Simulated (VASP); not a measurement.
Here is a VASP 6.6.1 calculation.

Contents of POSCAR:

```
TaVN2
1.0
    3.1096834999      0.0000000000      0.0000000000
    0.0000000000      3.1096834999      0.0000000000
    0.0000000000      0.0000000000      4.3803199011
Ta V N
1 1 2
Direct
    0.0000000000      0.0000000000      0.0000000000
    0.5000000000      0.5000000000      0.5000000000
    0.5000000000      0.5000000000      0.0000000000
    0.0000000000      0.0000000000      0.5000000000
```

File INCAR.step1:

```
  PREC = Accurate
  ENCUT = 520
  ISMEAR = -1
  SIGMA = 0.05
  LREAL = False
  LASPH = True
  NELM = 150
  ISPIN = 2
  MAGMOM = 0 2 0 0
  LMAXMIX = 4
  NBANDS = 29
  GGA = PE
  ALGO = Normal
  EDIFF = 1E-4
  LWAVE = True
  LCHARG = False
```

File INCAR.step2:

```
  PREC = Accurate
  ENCUT = 520
  EDIFF = 1E-7
  ISMEAR = -1
  SIGMA = 0.05
  LREAL = False
  LASPH = True
  NELM = 150
  ALGO = Normal
  ISIF = 2
  LWAVE = False
  LCHARG = False
  ISPIN = 2
  MAGMOM = 0 2 0 0
  LORBIT = 11
  LMAXMIX = 4
  METAGGA = R2SCAN
  LMIXTAU = True
  NBANDS = 29
  ISTART = 1
```

File KPOINTS:

```
Automatic mesh
0
Gamma
  9 9 6
```

Potentials or basis: VASP PAW PBE potentials, release 64 (Ta_pv, V_sv, N).

Run with:

```sh
$ cat potpaw_PBE.64/Ta_pv/POTCAR potpaw_PBE.64/V_sv/POTCAR potpaw_PBE.64/N/POTCAR > POTCAR
$ cp INCAR.step1 INCAR
$ mpirun -np 1 vasp_std > vasp.out
$ cp INCAR.step2 INCAR
$ mpirun -np 1 vasp_std > vasp.out
```

Task: What does it give for the net moment?

Result: 2.16 μB per cell.

Task: Estimate the site moments.

Result: Ta -0.11; V +2.06; N +0.02, +0.04 μB.

Task: What does it give for the pressure?

Result: -13.0 GPa.

Stress tensor (GPa, compression positive):
```
-11.08   0.00   0.00
  0.00 -11.08   0.00
  0.00   0.00 -16.91
```

Caveat: the stress differs along the axes, from -17 to -11 GPa; the PAW data sets were made with another functional, which shifts forces and pressure a little.
